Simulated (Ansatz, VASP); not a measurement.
C in VASP and in Ansatz

Contents of INCAR:

```
ALGO = Normal ; EDIFF = 1E-6
EDIFFG = -0.01 ; ENCUT = 600
GGA = PE ; IBRION = 2
ISIF = 3 ; ISMEAR = 0
LASPH = T ; LCHARG = F
LREAL = F ; LWAVE = F
NELM = 80 ; NSW = 100
PREC = Accurate ; SIGMA = 0.1
```

The input KPOINTS:

```
k-points
0
Gamma
  6 6 14
```

POSCAR

```
C
1.0
    6.2382109720      0.0000000000      0.0000000000
    0.0000000000      6.2382109720      0.0000000000
    0.0000000000      0.0000000000      2.5067612670
C
8
Direct
    0.2240117509      0.9401814272      0.5000000000
    0.7759882491      0.9401814272      0.0000000000
    0.7759882491      0.0598185728      0.5000000000
    0.9401814272      0.7759882491      0.0000000000
    0.9401814272      0.2240117509      0.5000000000
    0.2240117509      0.0598185728      0.0000000000
    0.0598185728      0.2240117509      0.0000000000
    0.0598185728      0.7759882491      0.5000000000
```

Input for Ansatz:

```yaml
crystal:
  lattice:
    - [6.238210972, 0.0, 0.0]
    - [0.0, 6.238210972, 0.0]
    - [0.0, 0.0, 2.506761267]
  atoms:
    - { symbol: C, position: [0.2240117509, 0.9401814272, 0.5] }
    - { symbol: C, position: [0.7759882491, 0.9401814272, 0.0] }
    - { symbol: C, position: [0.7759882491, 0.0598185728, 0.5] }
    - { symbol: C, position: [0.9401814272, 0.7759882491, 0.0] }
    - { symbol: C, position: [0.9401814272, 0.2240117509, 0.5] }
    - { symbol: C, position: [0.2240117509, 0.0598185728, 0.0] }
    - { symbol: C, position: [0.0598185728, 0.2240117509, 0.0] }
    - { symbol: C, position: [0.0598185728, 0.7759882491, 0.5] }
basis:
  ecutwfc: 420
kpoints:
  mp_grid: { grid: [6, 6, 14] }
hamiltonian:
  xc: pbe
scf:
  occupations: { method: gaussian, width: 0.1 }
output:
  forces: true
  stress: true
  eigenvalues: true
relax:
  adjacent_minimum: "off"
  f_tol: 0.01
  max_steps: 80
  cell: { stress_tol: 0.05 }
```

Alike in both runs: task relaxation of cell and atoms; functional PBE; k mesh 6 × 6 × 14; occupations gaussian, width 0.1 eV; no spin polarisation.

|  | VASP | Ansatz |
| --- | --- | --- |
| version | VASP 6.6.1 | Ansatz 0.2.0 |
| potentials or method | VASP PAW PBE potentials, release 64 (C), cutoff 600 eV | scalar-relativistic, plane waves, PAW |
| valence electrons in the cell | 32 | 32 |

|  | VASP | Ansatz | Ansatz less VASP |
| --- | --- | --- | --- |
| gap on the k mesh at the Fermi level, each at its own relaxed structure (eV) | none | none | - |
| relaxed volume (Å³/atom) | 11.40 | 12.61 | +1.212 |
| relaxed cell length with the largest relative difference (Å) | 5.974 | 6.262 | +0.2871 |

A gap of «none» marks a metal or a gap that the smearing closes. One of these differences is far larger than is usual between the two programs; its cause wasn't traced.
